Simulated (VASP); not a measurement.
Here is a VASP 6.6.1 calculation.

The input INCAR:

```
  PREC = Accurate
  ENCUT = 600
  EDIFF = 1E-6
  ISMEAR = 0
  SIGMA = 0.1
  LREAL = F
  LASPH = T
  NELM = 60
  ALGO = Normal
  ISIF = 3
  LWAVE = F
  LCHARG = F
  GGA = PE
  IBRION = 2
  NSW = 90
  EDIFFG = -0.04
```

The input KPOINTS:

```
regular mesh
0
Gamma
  3 3 4
```

The input POSCAR:

```
Ca3B
1.0
    6.4306312823      0.0000000000      0.0000000000
   -3.2153156412      5.5690900529      0.0000000000
    0.0000000000      0.0000000000      5.1615738011
Ca B
6 2
Direct
    0.8330000000      0.6660000000      0.2500000000
    0.1670000000      0.8330000000      0.7500000000
    0.3340000000      0.1670000000      0.2500000000
    0.1670000000      0.3340000000      0.7500000000
    0.8330000000      0.1670000000      0.2500000000
    0.6660000000      0.8330000000      0.7500000000
    0.3333333333      0.6666666667      0.2500000000
    0.6666666667      0.3333333333      0.7500000000
```

Potentials or basis: VASP PAW PBE potentials, release 64 (Ca_sv, B).

Launch:

```console
$ cat potpaw_PBE.64/Ca_sv/POTCAR potpaw_PBE.64/B/POTCAR > POTCAR
$ mpirun -np 1 vasp_std > vasp.out
```

Question: Estimate the relaxed volume.

Answer: 33.95 Å³/atom.

Question: Estimate the relaxed cell.

Answer: a = 9.175 Å, b = 9.175 Å, c = 3.725 Å, α = 90.00°, β = 90.00°, γ = 120.00°.

Question: Predict the band gap on the k mesh.

Answer: Zero (bands 33 and 34 overlap by 0.46 eV).

Question: Estimate the space group after relaxing (to 0.1 Å).

Answer: P6_3/mmc (No. 194).

The path:
```tsv
step	energy change (eV)	largest force (eV/Å)	pressure (GPa)	volume (Å³)
1	0.0000	1.4548	3.57	184.85
2	-0.6079	0.5834	0.47	198.96
3	-0.6922	0.1761	-0.76	206.68
4	-0.8413	0.2009	-0.60	204.74
5	-1.2024	0.3232	0.59	197.86
6	-0.6464	0.2449	8.46	179.14
7	-1.3158	0.2972	1.90	193.51
8	-1.3133	0.3009	3.12	190.16
9	-1.3894	0.2688	2.90	193.11
10	-1.5483	0.1808	2.61	201.64
11	-1.6466	0.2169	3.58	217.09
12	-0.5952	1.2787	7.40	239.72
13	-1.5584	0.5376	4.41	222.66
14	-1.7952	0.4693	2.90	237.88
15	-2.0208	0.0648	-0.62	286.35
16	-2.0513	0.1028	0.26	271.43
17	-2.0523	0.0744	0.10	273.91
18	-2.0522	0.0867	0.17	272.84
19	-2.0534	0.0759	0.17	272.18
20	-2.0546	0.0495	0.15	270.51
21	-2.0558	0.0173	0.04	271.60
```

Caveat: the k points lie up to 0.42 Å⁻¹ apart in the final cell; the volume moved by over 15 % at a fixed basis, so the end points are rough.
